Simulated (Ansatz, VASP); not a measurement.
# BN in VASP and in Ansatz

The input POSCAR:

```
BN
1.0
    2.5263319800      0.0000000000      0.0000000000
   -1.2631659900      2.1878676700      0.0000000000
    0.0000000000      0.0000000000      4.1787574400
B N
2 2
Direct
    0.6666666700      0.3333333300      0.0001583200
    0.3333333300      0.6666666700      0.5001583200
    0.6666666700      0.3333333300      0.3748416800
    0.3333333300      0.6666666700      0.8748416800
```

INCAR.step1

```
SYSTEM = BN
ALGO     = Normal         ! electronic algorithm
EDIFF    = 1E-4           ! SCF threshold, eV
ENCUT    = 520            ! plane-wave cutoff, eV
GGA      = PE             ! functional
ISMEAR   = -1             ! smearing method
LASPH    = .True.         ! aspherical terms in the spheres
LCHARG   = .False.        ! write CHGCAR
LREAL    = .False.        ! projectors in reciprocal space
LWAVE    = .True.         ! write WAVECAR
NELM     = 80             ! most SCF steps
PREC     = Accurate       ! precision mode
SIGMA    = 0.02           ! smearing width, eV
```

The input INCAR.step2:

```
SYSTEM = BN
ALGO     = Normal         ! electronic algorithm
EDIFF    = 1E-6           ! SCF threshold, eV
EDIFFG   = -0.01          ! ionic threshold
ENCUT    = 520            ! plane-wave cutoff, eV
IBRION   = 2              ! ionic algorithm
ISIF     = 2              ! what is computed and relaxed
ISMEAR   = -1             ! smearing method
ISTART   = 1            
LASPH    = .True.         ! aspherical terms in the spheres
LCHARG   = .False.        ! write CHGCAR
LMIXTAU  = .True.       
LREAL    = .False.        ! projectors in reciprocal space
LWAVE    = .False.        ! write WAVECAR
METAGGA  = R2SCAN         ! meta-GGA
NELM     = 80             ! most SCF steps
NSW      = 50             ! ionic steps
PREC     = Accurate       ! precision mode
SIGMA    = 0.02           ! smearing width, eV
```

KPOINTS

```
k-points
0
Gamma
  12 12 8
  0 0 0
```

Input for Ansatz:

```yaml
crystal:
  lattice:
    - [2.52633197, 0.0, 0.0]
    - [-1.26316599, 2.18786767, 0.0]
    - [0.0, 0.0, 4.17875744]
  atoms:
    - { symbol: B, position: [0.66666667, 0.33333333, 0.00015832] }
    - { symbol: B, position: [0.33333333, 0.66666667, 0.50015832] }
    - { symbol: "N", position: [0.66666667, 0.33333333, 0.37484168] }
    - { symbol: "N", position: [0.33333333, 0.66666667, 0.87484168] }
  symmetry: { tolerance: 0.0003 }
hamiltonian:
  xc: r2scan
  pseudopotentials: { kind: paw, azcp: { folder: soft_1 } }
basis:
  ecutwfc: 500
magnetization:
  spin_polarized: false
scf:
  occupations: { method: fermi_dirac, width: 0.02 }
kpoints:
  mp_grid: { grid: [12, 12, 8], shift: [0, 0, 0] }
  band_path:
    path:
      - [0.0, 0.0, 0.0]
      - [0.5, 0.0, 0.0]
      - [0.33333333, 0.33333333, 0.0]
      - [0.0, 0.0, 0.0]
      - [0.0, 0.0, 0.5]
      - [0.5, 0.0, 0.5]
      - [0.33333333, 0.33333333, 0.5]
      - [0.0, 0.0, 0.5]
      - [0.5, 0.0, 0.5]
      - [0.5, 0.0, 0.0]
      - [0.33333333, 0.33333333, 0.5]
    npoints: 7
output:
  forces: true
  stress: true
  eigenvalues: true
  write_potential: true
  elf: true
  volumetric_format: npy
  dos: { e_range: [-12, 8], de: 0.05 }
relax:
  max_steps: 30
```

Alike in both runs: task relaxation of the atoms; functional r2SCAN; k mesh 12 × 12 × 8; occupations fermi-dirac, width 0.02 eV; no spin polarisation.

|  | VASP | Ansatz |
| --- | --- | --- |
| version | VASP 6.6.1 | Ansatz 0.2.0 |
| potentials or method | VASP PAW PBE potentials, release 64 (B, N), cutoff 520 eV | PAW plane waves |
| valence electrons in the cell | 16 | 16 |

VASP gave:

- gap on the k mesh at the Fermi level, each at its own relaxed structure (eV): 5.68

Q: Which values does Ansatz return?

A: gap on the k mesh at the Fermi level, each at its own relaxed structure (eV): 5.71.

VASP's potentials were made for PBE, not for r2SCAN. Ansatz's warnings: stress scf threshold loose.
